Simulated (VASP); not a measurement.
# TePb (Fm-3m) in VASP: further runs

TePb is run at these levels: LDA; tasks: single point.

Everything below comes from runs of VASP 6.6.1. Logs are shortened: lines on timing, memory, paths and dates and some standing lists are left out, and cuts for length are marked.

## Step 1: The cell of the first run

It takes space group Fm-3m (No. 225, cubic). Conventional cell: a = 6.542 Å, b = 6.542 Å, c = 6.542 Å, α = 90.00°, β = 90.00°, γ = 90.00°. Within 4.3 Å of Pb (site symmetry m-3m) lie 6 Te at 3.27 Å. Within 4.3 Å of Te (site symmetry m-3m) lie 6 Pb at 3.27 Å.

## Step 2: Single point, LDA

The input, INCAR:

```
SYSTEM = TePb
  PREC = Accurate
  ENCUT = 500
  EDIFF = 1E-6
  ISMEAR = 0
  SIGMA = 0.1
  LREAL = .FALSE.
  LASPH = .TRUE.
  NELM = 120
  ALGO = Normal
  ISIF = 2
  LWAVE = .FALSE.
  LCHARG = .FALSE.
  GGA = CA
  NBANDS = 17
  GGA_COMPAT = .FALSE.
```

The input, KPOINTS:

```
Automatic mesh
0
G
  6 6 6
  0 0 0
```

The input, POSCAR:

```
TePb
1.0
    0.0000000000      3.2708968100      3.2708968100
    3.2708968100      0.0000000000      3.2708968100
    3.2708968100      3.2708968100      0.0000000000
Pb Te
1 1
Direct
    0.0000000000      0.0000000000      0.0000000000
    0.5000000000      0.5000000000      0.5000000000
```

Potentials or basis: VASP PAW LDA potentials, release 64 (Pb_d, Te).

The run is started by

```
cat potpaw_LDA.64/Pb_d/POTCAR potpaw_LDA.64/Te/POTCAR > POTCAR
mpirun -np 1 vasp_std > vasp.out
```

OUTCAR:

```text
SYSTEM = TePb
   PREC = Accurate
   ENCUT = 500
   EDIFF = 1E-6
   ISMEAR = 0
   LREAL = .FALSE.
   LASPH = .TRUE.
   NELM = 120
   ISIF = 2
   GGA = CA

 ion  position               nearest neighbor table
   1  0.000  0.000  0.000-   2 3.27   2 3.27   2 3.27   2 3.27   2 3.27   2 3.27
   2  0.500  0.500  0.500-   1 3.27   1 3.27   1 3.27   1 3.27   1 3.27   1 3.27

  LATTYP: Found a face centered cubic cell.
 ALAT       =     6.5417936200

  Lattice vectors:

 A1 = (   0.0000000000,   3.2708968100,   3.2708968100)
 A2 = (   3.2708968100,   0.0000000000,   3.2708968100)
 A3 = (   3.2708968100,   3.2708968100,   0.0000000000)

Analysis of symmetry for initial positions (statically):
=====================================================================
 Subroutine PRICEL returns:
 Original cell was already a primitive cell.

 Routine SETGRP: Setting up the symmetry group for a
 face centered cubic supercell.

 Subroutine GETGRP returns: Found 48 space group operations
 (whereof 48 operations were pure point group operations)
 out of a pool of 48 trial point group operations.

The static configuration has the point symmetry O_h .

Analysis of symmetry for dynamics (positions and initial velocities):
=====================================================================
 Subroutine PRICEL returns:
 Original cell was already a primitive cell.

 Routine SETGRP: Setting up the symmetry group for a
 face centered cubic supercell.

 Subroutine GETGRP returns: Found 48 space group operations
 (whereof 48 operations were pure point group operations)
 out of a pool of 48 trial point group operations.

The dynamic configuration has the point symmetry O_h .

 Subroutine INISYM returns: Found 48 space group operations
 (whereof 48 operations are pure point group operations),
 and found     1 'primitive' translations

----------------------------------------------------------------------------------------

                                     Primitive cell

  volume of cell :      69.9891

  direct lattice vectors                    reciprocal lattice vectors
     0.000000000  3.270896810  3.270896810    -0.152863275  0.152863275  0.152863275
     3.270896810  0.000000000  3.270896810     0.152863275 -0.152863275  0.152863275
     3.270896810  3.270896810  0.000000000     0.152863275  0.152863275 -0.152863275

  length of vectors
     4.625746630  4.625746630  4.625746630     0.264766960  0.264766960  0.264766960

  position of ions in fractional coordinates (direct lattice)
     0.000000000  0.000000000  0.000000000
     0.500000000  0.500000000  0.500000000

  ion indices of the primitive-cell ions
   primitive index   ion index
                 1           1
                 2           2

----------------------------------------------------------------------------------------

 KPOINTS: Automatic mesh

Automatic generation of k-mesh.
 Grid dimensions read from file:
 generate k-points for:    6    6    6

 Generating k-lattice:

  Cartesian coordinates                     Fractional coordinates (reciprocal lattice)
    -0.025477213  0.025477213  0.025477213     0.166666667  0.000000000  0.000000000
     0.025477213 -0.025477213  0.025477213     0.000000000  0.166666667  0.000000000
     0.025477213  0.025477213 -0.025477213     0.000000000  0.000000000  0.166666667

  Length of vectors
     0.044127827  0.044127827  0.044127827

  Shift w.r.t. Gamma in fractional coordinates (k-lattice)
     0.000000000  0.000000000  0.000000000

 Subroutine IBZKPT returns following result:
 ===========================================

 Found     16 irreducible k-points:

 Following reciprocal coordinates:
            Coordinates               Weight
  0.000000  0.000000  0.000000      1.000000
  0.166667  0.000000  0.000000      8.000000
  0.333333  0.000000  0.000000      8.000000
  0.500000  0.000000  0.000000      4.000000
  0.166667  0.166667  0.000000      6.000000
  0.333333  0.166667  0.000000     24.000000
[... 8 lines left out ...]
 -0.333333  0.333333  0.166667     24.000000
 -0.333333  0.500000  0.166667     12.000000
   k-points           NKPTS =     16   k-points in BZ     NKDIM =     16   number of bands    NBANDS=     17
   number of dos      NEDOS =    301   number of ions     NIONS =      2
   total plane-waves  NPLWV =  46656
   dimension x,y,z NGX =    36 NGY =   36 NGZ =   36
   dimension x,y,z NGXF=    72 NGYF=   72 NGZF=   72
   ions per type =               1   1
   NGX,Y,Z   is equivalent  to a cutoff of  12.94, 12.94, 12.94 a.u.
   NGXF,Y,Z  is equivalent  to a cutoff of  25.88, 25.88, 25.88 a.u.
 SYSTEM =  TePb
   PREC   = accura    normal or accurate (medium, high low for compatibility)
   ISTART =      0    job   : 0-new  1-cont  2-samecut
   ICHARG =      2    charge: 1-file 2-atom 10-const
   ISPIN  =      1    spin polarized calculation?
   LNONCOLLINEAR =      F non collinear calculations
   LSORBIT =      F    spin-orbit coupling
   LASPH  =      T    aspherical Exc in radial PAW
   ENCUT  =  500.0 eV  36.75 Ry    6.06 a.u.   8.43  8.43  8.43*2*pi/ulx,y,z
   NELM   =    120;   NELMIN=  2; NELMDL= -5     # of ELM steps
   EDIFF  = 0.1E-05   stopping-criterion for ELM
   LREAL  =      F    real-space projection
   EDIFFG = 0.1E-04   stopping-criterion for IOM
   NSW    =      0    number of steps for IOM
   IBRION =     -1    ionic relax: 0-MD 1-quasi-New 2-CG
   NFREE  =      0    steps in history (QN), initial steepest desc. (CG)
   ISIF   =      2    stress and relaxation
   ISYM   =      2    0-nonsym 1-usesym 2-fastsym
   POTIM  = 0.5000    time-step for ionic-motion
   TEBEG  =    0.0;   TEEND  =   0.0 temperature during run
   PSTRESS=    0.0 pullay stress
   NELECT =      20.0000    total number of electrons
   NUPDOWN=      -1.0000    fix difference up-down
   EMIN   =  10.00;   EMAX   =-10.00  energy-range for DOS
   EFERMI =   0.00;   METHOD = LEGACY
   ISMEAR =     0;   SIGMA  =   0.10  broadening in eV -4-tet -1-fermi 0-gaus
   EFERMI_NEDOS =   21; number of points for ismear=-14 and -15
   IALGO  =     38    algorithm
   IMIX   =      4    mixing-type and parameters
     AMIX     =   0.40;   BMIX     =  1.00
     AMIX_MAG =   1.60;   BMIX_MAG =  1.00
  volume/ion in A,a.u.               =      34.99       236.15
  Fermi-wavevector in a.u.,A,eV,Ry     =   1.078304  2.037700 15.820039  1.162740
  Thomas-Fermi vector in A             =   2.214239
   LORBIT       =      0    0 simple, 1 ext, 2 COOP (PROOUT), +10 PAW based schemes
   GGA     = CA    functional components
   LHFCALC =     F    Hartree Fock is set to
   AEXX    =    0.0000 exact exchange contribution
   IVDW    =     0    specifies the selected vdW correction
   LEPSILON=     F    determine dielectric tensor
   LRPA    =     F    only Hartree local field effects (RPA)
 non-spin polarized calculation
 Gauss-broadening in eV      SIGMA  =   0.10
  energy-cutoff  :      500.00
  volume of cell :       69.99
 maximum number of plane-waves:      1807
 NGX is ok and might be reduce to    36
   NGX = 17   NGY = 17   NGZ = 17

 number of electron      20.0000001 magnetization

 Free energy of the ion-electron system (eV)
  ---------------------------------------------------
  ext. energy  EPLUGINS =         0.00000000
  ---------------------------------------------------
  free energy    TOTEN  =        -8.72710781 eV

  energy without entropy =       -8.72710781  energy(sigma->0) =       -8.72710781

 E-fermi :   5.2881     XC(G=0):  -9.4148

 val. band max:        4.9349319331   @ k =   0.5000   0.0000   0.0000
 cond. band min:       5.6412505063   @ k =   0.5000   0.0000   0.0000
 fundamental gap:      0.7063185732
 Fermi energy:         5.2880748520

 k-point     1 :       0.0000    0.0000    0.0000
  band No.  band energies     occupation
      1     -11.6677      2.00000
      2     -11.6677      2.00000
      3     -11.6567      2.00000
      4     -11.6567      2.00000
      5     -11.6567      2.00000
      6      -6.8140      2.00000
[... 9 lines left out ...]
     16      10.8039      0.00000
     17      12.3120      0.00000

 k-point     2 :       0.1667    0.0000    0.0000
  band No.  band energies     occupation
      1     -11.6703      2.00000
      2     -11.6703      2.00000
      3     -11.6560      2.00000
      4     -11.6533      2.00000
      5     -11.6533      2.00000
      6      -6.5903      2.00000
[... 9 lines left out ...]
     16      11.2937      0.00000
     17      13.7780      0.00000

 k-point     3 :       0.3333    0.0000    0.0000
  band No.  band energies     occupation
      1     -11.6767      2.00000
      2     -11.6767      2.00000
      3     -11.6549      2.00000
      4     -11.6457      2.00000
      5     -11.6457      2.00000
      6      -5.9839      2.00000
[... 9 lines left out ...]
     16      12.6163      0.00000
     17      15.6515      0.00000

 k-point     4 :       0.5000    0.0000    0.0000
  band No.  band energies     occupation
      1     -11.6800      2.00000
      2     -11.6800      2.00000
      3     -11.6543      2.00000
      4     -11.6417      2.00000
      5     -11.6417      2.00000
      6      -5.4756      2.00000
[... 9 lines left out ...]
     16      14.1764      0.00000
     17      14.1764      0.00000
[... 183 lines left out ...]
      1     -11.6954      2.00000
      2     -11.6689      2.00000
      3     -11.6564      2.00000
      4     -11.6432      2.00000
      5     -11.6401      2.00000
      6      -5.5560      2.00000
[... 9 lines left out ...]
     16      13.9702      0.00000
     17      14.4134      0.00000

 k-point    15 :      -0.3333    0.3333    0.1667
  band No.  band energies     occupation
      1     -11.6980      2.00000
      2     -11.6713      2.00000
      3     -11.6503      2.00000
      4     -11.6482      2.00000
      5     -11.6369      2.00000
      6      -5.2138      2.00000
[... 9 lines left out ...]
     16      15.1476      0.00000
     17      15.2794      0.00000

 k-point    16 :      -0.3333    0.5000    0.1667
  band No.  band energies     occupation
      1     -11.7089      2.00000
      2     -11.6653      2.00000
      3     -11.6577      2.00000
      4     -11.6420      2.00000
      5     -11.6338      2.00000
      6      -5.1576      2.00000
[... 9 lines left out ...]
     16      15.4936      0.00000
     17      16.3127      0.00000

------------------------ aborting loop because EDIFF is reached ----------------------------------------

  FORCE on cell =-STRESS in cart. coord.  units (eV):
  Direction    XX          YY          ZZ          XY          YZ          ZX
  --------------------------------------------------------------------------------------
  -------------------------------------------------------------------------------------
  Total       -1.3275861     -1.3275861     -1.3275861      0.0000000      0.0000000     -0.0000000
  in kB      -30.3908431    -30.3908431    -30.3908431      0.0000000      0.0000000     -0.0000000
  external PRESSURE =     -30.3908431 kB  Pullay stress =       0.0000000 kB

 VOLUME and BASIS-vectors are now :
 -----------------------------------------------------------------------------
  energy-cutoff  :      500.00
  volume of cell :       69.99
      direct lattice vectors                 reciprocal lattice vectors
     0.000000000  3.270896810  3.270896810    -0.152863275  0.152863275  0.152863275
     3.270896810  0.000000000  3.270896810     0.152863275 -0.152863275  0.152863275
     3.270896810  3.270896810  0.000000000     0.152863275  0.152863275 -0.152863275

 POSITION                                       TOTAL-FORCE (eV/Angst)
 -----------------------------------------------------------------------------------
      0.00000      0.00000      0.00000         0.000000      0.000000     -0.000000
      3.27090      3.27090      3.27090        -0.000000     -0.000000      0.000000
 -----------------------------------------------------------------------------------
    total drift:                               -0.000000      0.000000      0.000000

  FREE ENERGIE OF THE ION-ELECTRON SYSTEM (eV)
  ---------------------------------------------------
  free  energy   TOTEN  =        -8.7271078143 eV

  energy  without entropy=       -8.7271078063  energy(sigma->0) =       -8.72710781
```

It took 16 s on 1 thread of Intel Xeon Platinum 8259CL at 2.50GHz (Skylake/Cascade Lake), shared host; peak memory 0.18 GiB.

Results:

```yaml
Free_energy: -8.7271 eV
Pressure: -3.0 GPa
Band_gap_on_the_k_mesh: 0.71 eV
```

Caveat: the cell stands under tension; spin-orbit coupling is left out, which moves the levels of the heavy elements. A k mesh can miss the band edges.

## Step 3: Single point, LDA

This run uses another cell than the first one, of 32.47 Å³/atom.

The input, INCAR:

```
SYSTEM = TePb
  ALGO = Normal
  EDIFF = 1E-6
  ENCUT = 500
  GGA = CA
  GGA_COMPAT = .FALSE.
  ISIF = 2
  ISMEAR = 0
  LASPH = .TRUE.
  LCHARG = .FALSE.
  LREAL = .FALSE.
  LWAVE = .FALSE.
  NBANDS = 17
  NELM = 120
  PREC = Accurate
  SIGMA = 0.02
```

The input, KPOINTS:

```
k-points
0
G
  8 8 8
  0 0 0
```

The input, POSCAR:

```
TePb
1.0
    0.0000000000      3.1904241537      3.1904241537
    3.1904241537      0.0000000000      3.1904241537
    3.1904241537      3.1904241537      0.0000000000
Pb Te
1 1
Direct
    0.0000000000      0.0000000000      0.0000000000
    0.5000000000      0.5000000000      0.5000000000
```

Potentials or basis: VASP PAW LDA potentials, release 64 (Pb_d, Te).

The run is started by

```
cat potpaw_LDA.64/Pb_d/POTCAR potpaw_LDA.64/Te/POTCAR > POTCAR
mpirun -np 1 vasp_std > vasp.out
```

OUTCAR:

```text
SYSTEM = TePb
   EDIFF = 1E-6
   ENCUT = 500
   GGA = CA
   ISIF = 2
   ISMEAR = 0
   LASPH = .TRUE.
   LREAL = .FALSE.
   NELM = 120
   PREC = Accurate

 ion  position               nearest neighbor table
   1  0.000  0.000  0.000-   2 3.19   2 3.19   2 3.19   2 3.19   2 3.19   2 3.19
   2  0.500  0.500  0.500-   1 3.19   1 3.19   1 3.19   1 3.19   1 3.19   1 3.19

  LATTYP: Found a face centered cubic cell.
 ALAT       =     6.3808483074

  Lattice vectors:

 A1 = (   0.0000000000,   3.1904241537,   3.1904241537)
 A2 = (   3.1904241537,   0.0000000000,   3.1904241537)
 A3 = (   3.1904241537,   3.1904241537,   0.0000000000)

Analysis of symmetry for initial positions (statically):
=====================================================================
 Subroutine PRICEL returns:
 Original cell was already a primitive cell.

 Routine SETGRP: Setting up the symmetry group for a
 face centered cubic supercell.

 Subroutine GETGRP returns: Found 48 space group operations
 (whereof 48 operations were pure point group operations)
 out of a pool of 48 trial point group operations.

The static configuration has the point symmetry O_h .

Analysis of symmetry for dynamics (positions and initial velocities):
=====================================================================
 Subroutine PRICEL returns:
 Original cell was already a primitive cell.

 Routine SETGRP: Setting up the symmetry group for a
 face centered cubic supercell.

 Subroutine GETGRP returns: Found 48 space group operations
 (whereof 48 operations were pure point group operations)
 out of a pool of 48 trial point group operations.

The dynamic configuration has the point symmetry O_h .

 Subroutine INISYM returns: Found 48 space group operations
 (whereof 48 operations are pure point group operations),
 and found     1 'primitive' translations

----------------------------------------------------------------------------------------

                                     Primitive cell
[... 105 lines left out ...]
   EFERMI =   0.00;   METHOD = LEGACY
   ISMEAR =     0;   SIGMA  =   0.02  broadening in eV -4-tet -1-fermi 0-gaus
   EFERMI_NEDOS =   21; number of points for ismear=-14 and -15
   IALGO  =     38    algorithm
   IMIX   =      4    mixing-type and parameters
     AMIX     =   0.40;   BMIX     =  1.00
     AMIX_MAG =   1.60;   BMIX_MAG =  1.00
  volume/ion in A,a.u.               =      32.47       219.15
  Fermi-wavevector in a.u.,A,eV,Ry     =   1.105503  2.089097 16.628168  1.222136
  Thomas-Fermi vector in A             =   2.241990
   LORBIT       =      0    0 simple, 1 ext, 2 COOP (PROOUT), +10 PAW based schemes
   GGA     = CA    functional components
   LHFCALC =     F    Hartree Fock is set to
   AEXX    =    0.0000 exact exchange contribution
   IVDW    =     0    specifies the selected vdW correction
   LEPSILON=     F    determine dielectric tensor
   LRPA    =     F    only Hartree local field effects (RPA)
 non-spin polarized calculation
 Gauss-broadening in eV      SIGMA  =   0.02
  energy-cutoff  :      500.00
  volume of cell :       64.95
 maximum number of plane-waves:      1676
 NGX is ok and might be reduce to    36
   NGX = 17   NGY = 17   NGZ = 17

 number of electron      19.9999999 magnetization

 Free energy of the ion-electron system (eV)
  ---------------------------------------------------
  ext. energy  EPLUGINS =         0.00000000
  ---------------------------------------------------
  free energy    TOTEN  =        -8.77473210 eV

  energy without entropy =       -8.77473210  energy(sigma->0) =       -8.77473210

 E-fermi :   6.0285     XC(G=0):  -9.7416

 val. band max:        5.9269337467   @ k =   0.5000   0.0000   0.0000
 cond. band min:       6.4814295413   @ k =   0.5000   0.0000   0.0000
 fundamental gap:      0.5544957946
 Fermi energy:         6.0284891879

 k-point     1 :       0.0000    0.0000    0.0000
  band No.  band energies     occupation
      1     -10.8206      2.00000
      2     -10.8206      2.00000
      3     -10.8036      2.00000
      4     -10.8036      2.00000
      5     -10.8036      2.00000
      6      -6.4585      2.00000
[... 457 lines left out ...]
      4     -10.7898      2.00000
      5     -10.7799      2.00000
      6      -4.7052      2.00000
[... 9 lines left out ...]
     16      15.7017      0.00000
     17      16.0031      0.00000

 [... further k-points ...]
[... 5 lines left out ...]
  --------------------------------------------------------------------------------------
  -------------------------------------------------------------------------------------
  Total        0.0276849      0.0276849      0.0276849     -0.0000000      0.0000000      0.0000000
  in kB        0.6829321      0.6829321      0.6829321     -0.0000000      0.0000000      0.0000000
  external PRESSURE =       0.6829321 kB  Pullay stress =       0.0000000 kB

 VOLUME and BASIS-vectors are now :
 -----------------------------------------------------------------------------
  energy-cutoff  :      500.00
  volume of cell :       64.95
      direct lattice vectors                 reciprocal lattice vectors
     0.000000000  3.190424154  3.190424154    -0.156718974  0.156718974  0.156718974
     3.190424154  0.000000000  3.190424154     0.156718974 -0.156718974  0.156718974
     3.190424154  3.190424154  0.000000000     0.156718974  0.156718974 -0.156718974

 POSITION                                       TOTAL-FORCE (eV/Angst)
 -----------------------------------------------------------------------------------
      0.00000      0.00000      0.00000         0.000000      0.000000      0.000000
      3.19042      3.19042      3.19042         0.000000      0.000000     -0.000000
 -----------------------------------------------------------------------------------
    total drift:                               -0.000000      0.000000      0.000000

  FREE ENERGIE OF THE ION-ELECTRON SYSTEM (eV)
  ---------------------------------------------------
  free  energy   TOTEN  =        -8.7747320973 eV

  energy  without entropy=       -8.7747320973  energy(sigma->0) =       -8.77473210
```

It took 34 s on 1 thread of Intel Xeon Platinum 8259CL at 2.50GHz (Skylake/Cascade Lake), shared host; peak memory 0.18 GiB.

Results:

- Free energy: -8.7747 eV
- Pressure: 0.1 GPa
- Band gap on the k mesh: 0.55 eV

Levels at points of the mesh, in eV from the valence-band top:
```
           k point  band 7  band 8  band 9  band 10  band 11  band 12  band 13  band 14
(0.00, 0.00, 0.00)   -5.58   -1.50   -1.50    -1.50     4.02     4.02     4.02     5.69
(0.50, 0.00, 0.00)   -8.85   -1.00   -1.00     0.00     0.55     1.10     1.10     8.33
(0.50, 0.50, 0.00)   -7.42   -4.83   -3.04    -3.04     3.08     5.52     5.52     6.82
```

Caveat: spin-orbit coupling is left out, which moves the levels of the heavy elements. A k mesh can miss the band edges.

(Continued in part 2 of 2.)
